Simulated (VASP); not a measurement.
# As2H in VASP: further runs, part 2 of 2

VASP 6.6.1. Earlier steps stand in the parts before.

## Step 3: Single point, PBE+D3(BJ), collinear spin

INCAR

```
SYSTEM = As2H
PREC = Accurate ; ENCUT = 520
EDIFF = 1E-6 ; ISMEAR = 0
SIGMA = 0.05 ; LREAL = .FALSE.
LASPH = .TRUE. ; NELM = 150
ALGO = Normal ; ISIF = 2
LWAVE = .FALSE. ; LCHARG = .FALSE.
ISPIN = 2 ; MAGMOM = 0 0 1
LORBIT = 11 ; LDIPOL = .TRUE.
IDIPOL = 3 ; DIPOL = 0.5 0.5 0.298
GGA = PE ; IVDW = 12
NBANDS = 16
```

KPOINTS

```
regular mesh
0
G
  9 9 1
  0 0 0
```

POSCAR

```
As2H
1.0
    3.5713387681      0.0000000000      0.0000000000
   -1.7856693841      3.0928700987      0.0000000000
    0.0000000000      0.0000000000     18.3976402524
As H
2 1
Direct
    0.3333333333      0.6666666667      0.2933876398
    0.6666666667      0.3333333333      0.2174191877
    0.6666666667      0.6666666667      0.3830730548
```

Potentials or basis: VASP PAW PBE potentials, release 64 (As, H).

The run is started by

```sh
$ cat potpaw_PBE.64/As/POTCAR potpaw_PBE.64/H/POTCAR > POTCAR
$ mpirun -np 1 vasp_std > vasp.out
```

OUTCAR:

```text
SYSTEM = As2H
   PREC = Accurate
   ENCUT = 520
   EDIFF = 1E-6
   ISMEAR = 0
   LREAL = .FALSE.
   LASPH = .TRUE.
   NELM = 150
   ISIF = 2
   ISPIN = 2
   LORBIT = 11
   GGA = PE
   IVDW = 12
 IVDW          = 12

 ion  position               nearest neighbor table
   1  0.333  0.667  0.293-   2 2.49   2 2.49   2 2.49
   2  0.667  0.333  0.217-   1 2.49   1 2.49   1 2.49
   3  0.667  0.667  0.383-

  LATTYP: Found a hexagonal cell.
 ALAT       =     3.5713387681
 C/A-ratio  =     5.1514688040

  Lattice vectors:

 A1 = (   3.5713387681,   0.0000000000,   0.0000000000)
 A2 = (  -1.7856693841,   3.0928700987,   0.0000000000)
 A3 = (   0.0000000000,   0.0000000000,  18.3976402524)

Analysis of symmetry for initial positions (statically):
=====================================================================
 Subroutine PRICEL returns:
 Original cell was already a primitive cell.

 Routine SETGRP: Setting up the symmetry group for a
 hexagonal supercell.

 Subroutine GETGRP returns: Found  1 space group operations
 (whereof  1 operations were pure point group operations)
 out of a pool of 24 trial point group operations.

The static configuration has the point symmetry C_1 .

Analysis of symmetry for dynamics (positions and initial velocities):
=====================================================================
 Subroutine PRICEL returns:
 Original cell was already a primitive cell.

 Routine SETGRP: Setting up the symmetry group for a
 hexagonal supercell.

 Subroutine GETGRP returns: Found  1 space group operations
 (whereof  1 operations were pure point group operations)
 out of a pool of 24 trial point group operations.

The dynamic configuration has the point symmetry C_1 .

Analysis of structural, dynamic, and magnetic symmetry:
=====================================================================
 Subroutine PRICEL returns:
 Original cell was already a primitive cell.
[... 165 lines left out ...]
 cond. band min:      -2.5846855092   @ k =   0.2222   0.3333   0.0000
 fundamental gap:      0.0200201057
 Fermi energy:        -2.6046162757

 spin component 1

 k-point     1 :       0.0000    0.0000    0.0000
  band No.  band energies     occupation
      1     -17.2035      1.00000
      2     -11.1670      1.00000
      3      -5.8625      1.00000
      4      -3.5339      1.00000
      5      -3.5075      1.00000
      6      -2.2567      0.00000
[... 435 lines left out ...]
      5      -5.3856      1.00000
      6      -2.6169      0.63590
[... 8 lines left out ...]
     15       6.4174      0.00000
     16       6.6794      0.00000

 [... further k-points ...]

 spin component 2

 k-point     1 :       0.0000    0.0000    0.0000
  band No.  band energies     occupation
      1     -17.1546      1.00000
      2     -11.0654      1.00000
      3      -5.5601      1.00000
      4      -3.4773      1.00000
      5      -3.4500      1.00000
      6      -2.0542      0.00000
[... 435 lines left out ...]
      5      -5.2388      1.00000
      6      -2.2479      0.00000
[... 8 lines left out ...]
     15       6.4954      0.00000
     16       6.7867      0.00000

 [... further k-points ...]

------------------------ aborting loop because EDIFF is reached ----------------------------------------

 vacuum level on the upper side and lower side of the slab       (xc-potential included)         0.432        -0.433

 Edisp (eV)   -0.50991

 E8    (eV) :    -0.2180

  FORCE on cell =-STRESS in cart. coord.  units (eV):
  Direction    XX          YY          ZZ          XY          YZ          ZX
  --------------------------------------------------------------------------------------
  -------------------------------------------------------------------------------------
  Total      -0.49201     0.27603    -1.63374     0.70484     0.71046    -0.16826
  in kB      -3.87906     2.17626   -12.88067     5.55709     5.60137    -1.32662
  external pressure =       -4.86 kB  Pullay stress =        0.00 kB

 VOLUME and BASIS-vectors are now :
 -----------------------------------------------------------------------------
  energy-cutoff  :      520.00
  volume of cell :      203.21
      direct lattice vectors                 reciprocal lattice vectors
     3.571338768  0.000000000  0.000000000     0.280007041  0.161662140  0.000000000
    -1.785669384  3.092870099  0.000000000     0.000000000  0.323324281  0.000000000
     0.000000000  0.000000000 18.397640252     0.000000000  0.000000000  0.054354797

 POSITION                                       TOTAL-FORCE (eV/Angst)
 -----------------------------------------------------------------------------------
     -0.00000      2.06191      5.39764         0.984272      0.052200      1.351210
      1.78567      1.03096      4.00000        -0.477621     -0.261347     -0.200001
      1.19045      2.06191      7.04764        -0.506652      0.209147     -1.151209
 -----------------------------------------------------------------------------------
    total drift:                               -0.000064      0.000024      0.000134

  FREE ENERGIE OF THE ION-ELECTRON SYSTEM (eV)
  ---------------------------------------------------
  free  energy   TOTEN  =       -11.4420442166 eV

  energy  without entropy=      -11.4401601772  energy(sigma->0) =      -11.44110220

 vacuum level on the upper side and lower side of the slab         2.658         1.769

 total charge

# of ion       s       p       d       tot
------------------------------------------
    1        1.287   1.333   0.060   2.680
    2        1.297   1.370   0.045   2.711
    3        0.418   0.004   0.000   0.421
--------------------------------------------------
tot          3.002   2.707   0.104   5.813

 magnetization (x)

# of ion       s       p       d       tot
------------------------------------------
    1        0.020  -0.007   0.004   0.017
    2        0.001   0.054   0.000   0.055
    3        0.080  -0.000   0.000   0.080
--------------------------------------------------
tot          0.101   0.047   0.004   0.153
```

OSZICAR:

```text
N       E                     dE             d eps       ncg     rms          rms(c)
DAV:   1     0.561803134772E+02    0.56180E+02   -0.32100E+03  2624   0.465E+02
DAV:   2    -0.441089173083E+01   -0.60591E+02   -0.55172E+02  3816   0.880E+01
DAV:   3    -0.103089663911E+02   -0.58981E+01   -0.58378E+01  3264   0.315E+01
[... 16 lines left out ...]
DAV:  20    -0.109317156303E+02   -0.18479E-02   -0.58497E-05  3064   0.249E-02    0.470E-03
DAV:  21    -0.109320414871E+02   -0.32586E-03   -0.11717E-05  3168   0.110E-02    0.238E-03
DAV:  22    -0.109321183249E+02   -0.76838E-04   -0.37179E-06  3240   0.623E-03    0.114E-03
DAV:  23    -0.109321363432E+02   -0.18018E-04   -0.62472E-07  2928   0.296E-03    0.631E-04
DAV:  24    -0.109321363681E+02   -0.24870E-07   -0.27504E-07  3112   0.183E-03
   1 F= -.11442044E+02 E0= -.11441102E+02  d E =-.188404E-02  mag=     0.3290
```

stdout:

```text
POSCAR found type information on POSCAR AsH
 POSCAR found :  2 types and       3 ions
 scaLAPACK will be used
 LDA part: xc-table for (Slater+PW92), standard interpolation
 POSCAR, INCAR and KPOINTS ok, starting setup
 FFT: planning ... GRIDC
 FFT: planning ... GRID_SOFT
 FFT: planning ... GRID
 WAVECAR not read
 entering main loop
```

It took 4.8 min on 1 thread of Intel Xeon 6975P-C (Granite Rapids), shared host; peak memory 0.51 GiB.

Results:

- Free energy: -11.4420 eV
- Largest force: 1.673 eV/Å
- Net moment: 0.33 μB per cell
- Site moments: As +0.02, +0.06; H +0.08 μB
- Valence electrons inside the program's atomic spheres: As 2.68, 2.71; H 0.42
- Dispersion energy per atom: -0.170 eV

Forces on the atoms (eV/Å):
```
As   0.984  0.052  1.351
As  -0.478 -0.261 -0.200
H   -0.507  0.209 -1.151
```

Caveat: a moment this small can come from the mesh or the smearing.
